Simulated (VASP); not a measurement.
# BN (P1) in VASP: relaxation of the atoms with PBE+D3(BJ)

Aim: the relaxation of the atoms of BN with PBE+D3(BJ).

Everything below comes from runs of VASP 6.6.1. Logs are shortened: lines on timing, memory, paths and dates and some standing lists are left out, and cuts for length are marked.

**1. The cell of the first run**

The typed cell holds 16 atoms: a = 5.013 Å, b = 5.013 Å, c = 6.617 Å, α = 90.00°, β = 90.00°, γ = 120.00°.

**2. Relaxation of the atoms, PBE+D3(BJ)**

File INCAR:

```
SYSTEM = BN
ALGO     = Normal         ! electronic algorithm
EDIFF    = 1E-6           ! SCF threshold, eV
EDIFFG   = -0.01          ! ionic threshold
ENCUT    = 520            ! plane-wave cutoff, eV
GGA      = PE             ! functional
IBRION   = 2              ! ionic algorithm
ISIF     = 2              ! what is computed and relaxed
ISMEAR   = 0              ! smearing method
IVDW     = 12             ! dispersion correction
KPAR     = 4            
LASPH    = .True.         ! aspherical terms in the spheres
LCHARG   = .False.        ! write CHGCAR
LREAL    = Auto         
LWAVE    = .False.        ! write WAVECAR
NELM     = 100            ! most SCF steps
NSW      = 100            ! ionic steps
PREC     = Accurate       ! precision mode
SIGMA    = 0.05           ! smearing width, eV
```

File KPOINTS:

```
k-points
0
Gamma
  6 6 4
  0 0 0
```

File POSCAR:

```
BN
1.0
    2.5064381059     -4.3412781454      0.0000000000
    2.5064381058      4.3412781454      0.0000000000
    0.0000000000      0.0000000000      6.6168468515
B N
8 8
Direct
    0.3359982807      0.1662777781      0.2399263174
    0.8291134889      0.1665686965      0.2473790667
    0.3303054887      0.6735687046      0.2504028708
    0.8455854285      0.6688949210      0.2537268866
    0.6525038199      0.3270544399      0.7501669631
    0.1809611820      0.3509062335      0.7673058816
    0.6685367312      0.8411942815      0.7555163601
    0.1487195273      0.8320098896      0.7444315245
    0.3233310086      0.1405291320      0.7499096188
    0.8389352244      0.1761341190      0.7386107785
    0.3154080943      0.6405154271      0.7543274288
    0.8214359161      0.6591336720      0.7540824099
    0.6719863014      0.3424866188      0.2483914434
    0.1860061803      0.3293160177      0.2571264448
    0.6757042751      0.8412620016      0.2415362000
    0.1754690527      0.8441480671      0.2471598049
```

Potentials or basis: VASP PAW PBE potentials, release 64 (B, N).

On the command line:

```
$ cat potpaw_PBE.64/B/POTCAR potpaw_PBE.64/N/POTCAR > POTCAR
$ mpirun -np 4 vasp_std > vasp.out
```

OUTCAR:

```text
SYSTEM = BN
   EDIFF = 1E-6
   EDIFFG = -0.01
   ENCUT = 520
   GGA = PE
   IBRION = 2
   ISIF = 2
   ISMEAR = 0
   IVDW = 12
   LASPH = .True.
   LREAL = Auto
   NELM = 100
   NSW = 100
   PREC = Accurate
 IVDW          = 12

 ion  position               nearest neighbor table
   1  0.336  0.166  0.240-  14 1.36  16 1.40  13 1.46
   2  0.829  0.167  0.247-  15 1.41  13 1.45  14 1.55
   3  0.330  0.674  0.250-  16 1.41  15 1.50  14 1.50
   4  0.846  0.669  0.254-  13 1.42  16 1.43  15 1.49
   5  0.653  0.327  0.750-   9 1.43  12 1.44  10 1.47
   6  0.181  0.351  0.767-  11 1.26  10 1.50   9 1.55
[... 8 lines left out ...]
  15  0.676  0.841  0.242-   2 1.41   4 1.49   3 1.50
  16  0.175  0.844  0.247-   1 1.40   3 1.41   4 1.43

  LATTYP: Found a hexagonal cell.
 ALAT       =     5.0128762118
 C/A-ratio  =     1.3199701273

  Lattice vectors:

 A1 = (   2.5064381059,  -4.3412781454,   0.0000000000)
 A2 = (   2.5064381058,   4.3412781454,   0.0000000000)
 A3 = (   0.0000000000,   0.0000000000,   6.6168468515)

Analysis of symmetry for initial positions (statically):
=====================================================================
 Subroutine PRICEL returns:
 Original cell was already a primitive cell.

 Routine SETGRP: Setting up the symmetry group for a
 hexagonal supercell.

 Subroutine GETGRP returns: Found  1 space group operations
 (whereof  1 operations were pure point group operations)
 out of a pool of 24 trial point group operations.

The static configuration has the point symmetry C_1 .

Analysis of symmetry for dynamics (positions and initial velocities):
=====================================================================
 Subroutine PRICEL returns:
 Original cell was already a primitive cell.

 Routine SETGRP: Setting up the symmetry group for a
 hexagonal supercell.

 Subroutine GETGRP returns: Found  1 space group operations
 (whereof  1 operations were pure point group operations)
 out of a pool of 24 trial point group operations.

The dynamic configuration has the point symmetry C_1 .

 Subroutine INISYM returns: Found  1 space group operations
 (whereof  1 operations are pure point group operations),
 and found     1 'primitive' translations

----------------------------------------------------------------------------------------

                                     Primitive cell

  volume of cell :     143.9977

  direct lattice vectors                    reciprocal lattice vectors
     2.506438106 -4.341278145  0.000000000     0.199486274 -0.115173454  0.000000000
[... 110 lines left out ...]
   LSORBIT =      F    spin-orbit coupling
   LASPH  =      T    aspherical Exc in radial PAW
   ENCUT  =  520.0 eV  38.22 Ry    6.18 a.u.   9.32  9.32 12.30*2*pi/ulx,y,z
   NELM   =    100;   NELMIN=  2; NELMDL= -5     # of ELM steps
   EDIFF  = 0.1E-05   stopping-criterion for ELM
   LREAL  =      T    real-space projection
   EDIFFG = -.1E-01   stopping-criterion for IOM
   NSW    =    100    number of steps for IOM
   IBRION =      2    ionic relax: 0-MD 1-quasi-New 2-CG
   NFREE  =      1    steps in history (QN), initial steepest desc. (CG)
   ISIF   =      2    stress and relaxation
   ISYM   =      2    0-nonsym 1-usesym 2-fastsym
   POTIM  = 0.5000    time-step for ionic-motion
   TEBEG  =    0.0;   TEEND  =   0.0 temperature during run
   PSTRESS=    0.0 pullay stress
   NELECT =      64.0000    total number of electrons
   NUPDOWN=      -1.0000    fix difference up-down
   EMIN   =  10.00;   EMAX   =-10.00  energy-range for DOS
   EFERMI =   0.00;   METHOD = LEGACY
   ISMEAR =     0;   SIGMA  =   0.05  broadening in eV -4-tet -1-fermi 0-gaus
   EFERMI_NEDOS =   21; number of points for ismear=-14 and -15
   IALGO  =     38    algorithm
   IMIX   =      4    mixing-type and parameters
     AMIX     =   0.40;   BMIX     =  1.00
     AMIX_MAG =   1.60;   BMIX_MAG =  1.00
  volume/ion in A,a.u.               =       9.00        60.73
  Fermi-wavevector in a.u.,A,eV,Ry     =   1.249347  2.360923 21.236883  1.560867
  Thomas-Fermi vector in A             =   2.383391
   LORBIT       =      0    0 simple, 1 ext, 2 COOP (PROOUT), +10 PAW based schemes
   GGA     = PE    functional components
   LHFCALC =     F    Hartree Fock is set to
   AEXX    =    0.0000 exact exchange contribution
   IVDW    =    12    specifies the selected vdW correction
   LEPSILON=     F    determine dielectric tensor
   LRPA    =     F    only Hartree local field effects (RPA)
 conjugate gradient relaxation of ions
 non-spin polarized calculation
 Gauss-broadening in eV      SIGMA  =   0.05
  energy-cutoff  :      520.00
  volume of cell :      144.00
 maximum number of plane-waves:      3961
 NGX is ok and might be reduce to    40
   NGX = 19   NGY = 19   NGZ = 25

--------------------------------------- Ionic step        1  -------------------------------------------

 number of electron      64.0000000 magnetization

 Free energy of the ion-electron system (eV)
  ---------------------------------------------------
  ext. energy  EPLUGINS =         0.00000000
  ---------------------------------------------------
  free energy    TOTEN  =      -138.43176606 eV

  energy without entropy =     -138.43176606  energy(sigma->0) =     -138.43176606

------------------------ aborting loop because EDIFF is reached ----------------------------------------

 Edisp (eV)   -2.26411

 E8    (eV) :    -0.6634
[... 147 lines left out ...]
  FREE ENERGIE OF THE ION-ELECTRON SYSTEM (eV)
  ---------------------------------------------------
  free  energy   TOTEN  =      -142.5199983456 eV

  energy  without entropy=     -142.5199983456  energy(sigma->0) =     -142.51999835

[... ionic steps 4 to 39 ...]

--------------------------------------- Ionic step       40  -------------------------------------------

 number of electron      63.9999990 magnetization

------------------------ aborting loop because EDIFF is reached ----------------------------------------
[... 103 lines left out ...]
--------------------------------------- Ionic step       42  -------------------------------------------

 number of electron      63.9999990 magnetization

 Free energy of the ion-electron system (eV)
  ---------------------------------------------------
  ext. energy  EPLUGINS =         0.00000000
  ---------------------------------------------------
  free energy    TOTEN  =      -140.61179255 eV

  energy without entropy =     -140.61179255  energy(sigma->0) =     -140.61179255

 E-fermi :   2.5272     XC(G=0): -10.0874

 val. band max:        2.3048780099   @ k =  -0.1667   0.5000   0.0000
 cond. band min:       6.4861595830   @ k =   0.0000   0.0000   0.0000
 fundamental gap:      4.1812815731
 Fermi energy:         2.5272434480

 k-point     1 :       0.0000    0.0000    0.0000
  band No.  band energies     occupation
      1     -15.4959      2.00000
      2     -15.1932      2.00000
      3     -12.3067      2.00000
      4     -12.3011      2.00000
      5     -12.2996      2.00000
      6     -12.2317      2.00000
[... 1045 lines left out ...]
     40      11.7843      0.00000
     41      11.7947      0.00000

 [... further k-points ...]

------------------------ aborting loop because EDIFF is reached ----------------------------------------

 Edisp (eV)   -2.26369

 E8    (eV) :    -0.6632
[... 39 lines left out ...]
  FREE ENERGIE OF THE ION-ELECTRON SYSTEM (eV)
  ---------------------------------------------------
  free  energy   TOTEN  =      -142.8754839516 eV

  energy  without entropy=     -142.8754839516  energy(sigma->0) =     -142.87548395

 reached required accuracy - stopping structural energy minimisation
```

OSZICAR:

```text
N       E                     dE             d eps       ncg     rms          rms(c)
DAV:   1     0.332701308321E+03    0.33270E+03   -0.33201E+04  6240   0.146E+03
DAV:   2    -0.126167037506E+03   -0.45887E+03   -0.43860E+03  8111   0.330E+02
DAV:   3    -0.152709813206E+03   -0.26543E+02   -0.26325E+02  7575   0.858E+01
[... 291 lines left out ...]
DAV:   3    -0.140611781199E+03    0.77665E-06   -0.15949E-06  5010   0.864E-03
  41 F= -.14287547E+03 E0= -.14287547E+03  d E =-.681159E-04
       N       E                     dE             d eps       ncg     rms          rms(c)
DAV:   1    -0.140611790303E+03   -0.83276E-05   -0.27148E-03  6232   0.283E-01    0.815E-03
DAV:   2    -0.140611793042E+03   -0.27392E-05   -0.44627E-05  7347   0.358E-02    0.568E-03
DAV:   3    -0.140611792552E+03    0.48992E-06   -0.99031E-07  4573   0.695E-03
  42 F= -.14287548E+03 E0= -.14287548E+03  d E =-.114722E-04
```

CONTCAR:

```text
BN
   1.00000000000000
     2.5064381059000000   -4.3412781453999996    0.0000000000000000
     2.5064381058000000    4.3412781453999996    0.0000000000000000
     0.0000000000000000    0.0000000000000000    6.6168468515000001
  B               N
     8     8
Direct
     0.3380356737304301    0.1698119998796855    0.2501766709597560
     0.8380356450138238    0.1698077660203603    0.2501421183042534
     0.3380318737828534    0.6698164774020025    0.2501215112653554
     0.8380301089729478    0.6698101711979664    0.2501002293711728
     0.6619580671210494    0.3301667181756947    0.7498483384808209
     0.1620361063460111    0.3302251644952824    0.7498220346444339
[... 8 lines left out ...]
     0.6713557829034419    0.8364861226778493    0.2501242535880261
     0.1713518094477047    0.8364673699327173    0.2500880949049605

  0.00000000E+00  0.00000000E+00  0.00000000E+00
  0.00000000E+00  0.00000000E+00  0.00000000E+00
  0.00000000E+00  0.00000000E+00  0.00000000E+00
  0.00000000E+00  0.00000000E+00  0.00000000E+00
  0.00000000E+00  0.00000000E+00  0.00000000E+00
  0.00000000E+00  0.00000000E+00  0.00000000E+00
[... 8 lines left out ...]
  0.00000000E+00  0.00000000E+00  0.00000000E+00
  0.00000000E+00  0.00000000E+00  0.00000000E+00
```

Wall time 23 min (4 MPI ranks of Intel Xeon 6975P-C (Granite Rapids), shared host); peak memory 0.47 GiB.

Results:

* Free energy: -142.8755 eV
* Pressure after relaxing: 0.1 GPa
* Largest force after relaxing: 0.009 eV/Å
* Band gap on the k mesh: 4.18 eV
* Dispersion energy per atom: -0.141 eV

Forces in eV/Å, atoms in the order of the input:
```
B   -0.002 -0.001 -0.005
B    0.001  0.001 -0.001
B   -0.003  0.000  0.000
B   -0.002  0.002  0.001
B    0.002  0.001  0.001
B   -0.007  0.000  0.006
B   -0.001 -0.003  0.002
B    0.002 -0.001 -0.004
N    0.007  0.001  0.000
N    0.000  0.001  0.001
N    0.005  0.000 -0.004
N    0.003 -0.004  0.002
N    0.000  0.001  0.001
N   -0.002  0.006 -0.001
N   -0.003 -0.003 -0.001
N   -0.001  0.001  0.002
```

Stress tensor (GPa, compression positive):
```
 0.16  0.03  0.00
 0.03  0.18  0.00
 0.00  0.00 -0.15
```

Final structure:
```yaml
crystal:
  lattice:
    - [2.50644, -4.34128, 0.00000]
    - [2.50644, 4.34128, 0.00000]
    - [0.00000, 0.00000, 6.61685]
  atoms:
    - { symbol: B, position: [0.33804, 0.16981, 0.25018] }
    - { symbol: B, position: [0.83804, 0.16981, 0.25014] }
    - { symbol: B, position: [0.33803, 0.66982, 0.25012] }
    - { symbol: B, position: [0.83803, 0.66981, 0.25010] }
    - { symbol: B, position: [0.66196, 0.33017, 0.74985] }
    - { symbol: B, position: [0.16204, 0.33022, 0.74982] }
    - { symbol: B, position: [0.66197, 0.83024, 0.74985] }
    - { symbol: B, position: [0.16192, 0.83015, 0.74994] }
    - { symbol: N, position: [0.32862, 0.16348, 0.74987] }
    - { symbol: N, position: [0.82869, 0.16356, 0.74980] }
    - { symbol: N, position: [0.32864, 0.66353, 0.74997] }
    - { symbol: N, position: [0.82859, 0.66352, 0.74984] }
    - { symbol: N, position: [0.67136, 0.33647, 0.25011] }
    - { symbol: N, position: [0.17138, 0.33647, 0.25018] }
    - { symbol: N, position: [0.67136, 0.83649, 0.25012] }
    - { symbol: N, position: [0.17135, 0.83647, 0.25009] }
```

Levels at points of the mesh, in eV from the valence-band top:
| k point | band 30 | band 31 | band 32 | band 33 | band 34 | band 35 |
| --- | --- | --- | --- | --- | --- | --- |
| (0.00, 0.00, 0.00) | -0.45 | -0.44 | -0.40 | 4.18 | 4.27 | 4.30 |
| (0.50, 0.00, 0.00) | -1.79 | -0.48 | -0.48 | 5.56 | 5.56 | 6.12 |
| (0.00, 0.50, 0.00) | -1.79 | -0.47 | -0.47 | 5.53 | 5.53 | 6.12 |
| (0.50, 0.50, 0.00) | -1.79 | -0.47 | -0.47 | 5.54 | 5.54 | 6.13 |
| (0.00, 0.00, 0.50) | -0.93 | -0.93 | -0.93 | 4.71 | 4.72 | 4.72 |
| (0.50, 0.00, 0.50) | -1.14 | -1.14 | -1.14 | 5.67 | 5.67 | 5.68 |
| (0.00, 0.50, 0.50) | -1.14 | -1.14 | -1.14 | 5.67 | 5.67 | 5.68 |
| (0.50, 0.50, 0.50) | -1.14 | -1.14 | -1.14 | 5.67 | 5.67 | 5.68 |
